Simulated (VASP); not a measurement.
Input of a VASP 6.6.1 run:

INCAR

```
  PREC = Accurate
  ENCUT = 520
  EDIFF = 1E-8
  ISMEAR = -1
  SIGMA = 0.01
  LREAL = False
  LASPH = True
  NELM = 150
  ALGO = Normal
  ISIF = 2
  LWAVE = False
  LCHARG = False
  ISPIN = 2
  MAGMOM = 0.01
  LORBIT = 11
  LMAXMIX = 6
  LDAU = True
  LDAUTYPE = 2
  LDAUL = 3
  LDAUU = 4
  LDAUJ = 0
  LDAUPRINT = 1
  GGA = PS
  LEFG = True
  NBANDS = 22
```

KPOINTS

```
regular mesh
0
Gamma
  8 8 8
```

POSCAR

```
Yb
1.0
    0.0000000000      2.7431000000      2.7431000000
    2.7431000000      0.0000000000      2.7431000000
    2.7431000000      2.7431000000      0.0000000000
Yb
1
Direct
    0.0000000000      0.0000000000      0.0000000000
```

Potentials or basis: VASP PAW PBE potentials, release 64 (Yb).

Launch:

```sh
$ cat potpaw_PBE.64/Yb/POTCAR > POTCAR
$ mpirun -np 1 vasp_std > vasp.out
```

(1) Estimate the pressure.

(2) Estimate the band gap on the k mesh.

(3) What does it give for the net moment?

Results:

(1) -2.0 GPa.

(2) zero (filled and empty bands overlap).

(3) -0.01 μB per cell.

Caveat: the PAW data sets were made with another functional, which shifts forces and pressure a little; spin-orbit coupling is left out, which moves the levels of the heavy elements.
